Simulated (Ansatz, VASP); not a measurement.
Two plane-wave programs on CuI

Contents of INCAR:

```
PREC     = Accurate       # precision mode
ENCUT    = 520            # plane-wave cutoff, eV
EDIFF    = 1E-6           # SCF threshold, eV
ISMEAR   = 0              # smearing method
SIGMA    = 0.05           # smearing width, eV
LREAL    = False          # projectors in reciprocal space
LASPH    = True           # aspherical terms in the spheres
NELM     = 60             # most SCF steps
ALGO     = Normal         # electronic algorithm
ISIF     = 2              # what is computed and relaxed
LWAVE    = False          # write WAVECAR
LCHARG   = False          # write CHGCAR
GGA      = PE             # functional
NBANDS   = 26             # bands
```

KPOINTS

```
Automatic mesh
0
Gamma
  6 6 6
```

File POSCAR:

```
CuI
1.0
    4.2977998338      0.0000000000      0.0000000000
    0.0000000000      4.2977998338      0.0000000000
    0.0000000000      0.0000000000      6.0780068134
I Cu
2 2
Direct
    0.0000000000      0.0000000000      0.0000000000
    0.5000000000      0.5000000000      0.5000000000
    0.0000000000      0.5000000000      0.2500000000
    0.5000000000      0.0000000000      0.7500000000
```

Input for Ansatz:

```yaml
crystal:
  lattice:
    - [4.2977998338, 0.0, 0.0]
    - [0.0, 4.2977998338, 0.0]
    - [0.0, 0.0, 6.0780068134]
  atoms:
    - { symbol: I, position: [0.0, 0.0, 0.0] }
    - { symbol: Cu, position: [0.0, 0.5, 0.25] }
    - { symbol: I, position: [0.5, 0.5, 0.5] }
    - { symbol: Cu, position: [0.5, 0.0, 0.75] }
basis:
  ecutwfc: 420
kpoints:
  mp_grid: { grid: [6, 6, 6] }
hamiltonian:
  xc: pbe
scf:
  occupations: { method: gaussian, width: 0.05 }
output:
  forces: true
  stress: true
  eigenvalues: true
```

Alike in both runs: task single point; functional PBE; k mesh 6 × 6 × 6; occupations gaussian, width 0.05 eV; no spin polarisation.

|  | VASP | Ansatz |
| --- | --- | --- |
| version | VASP 6.6.1 | Ansatz 0.2.0 |
| potentials or method | VASP PAW PBE potentials, release 64 (I, Cu), cutoff 520 eV | scalar-relativistic, plane waves, PAW |
| valence electrons in the cell | 36 | 72 |

|  | VASP | Ansatz | Ansatz less VASP |
| --- | --- | --- | --- |
| gap on the k mesh at the Fermi level (eV) | 1.12 | 1.10 | -0.022 |
| least direct gap on the mesh (eV) | 1.12 | 1.10 | -0.022 |
| pressure (GPa) | 0.0 | 0.0 | +0.01 |

With one functional, cell and mesh, what is left measures potentials, basis and numerics. VASP's potentials hold 36 valence electrons a cell and Ansatz's 72, so a difference there can come from the potentials and not from the codes.

Neither program's run includes spin-orbit coupling.
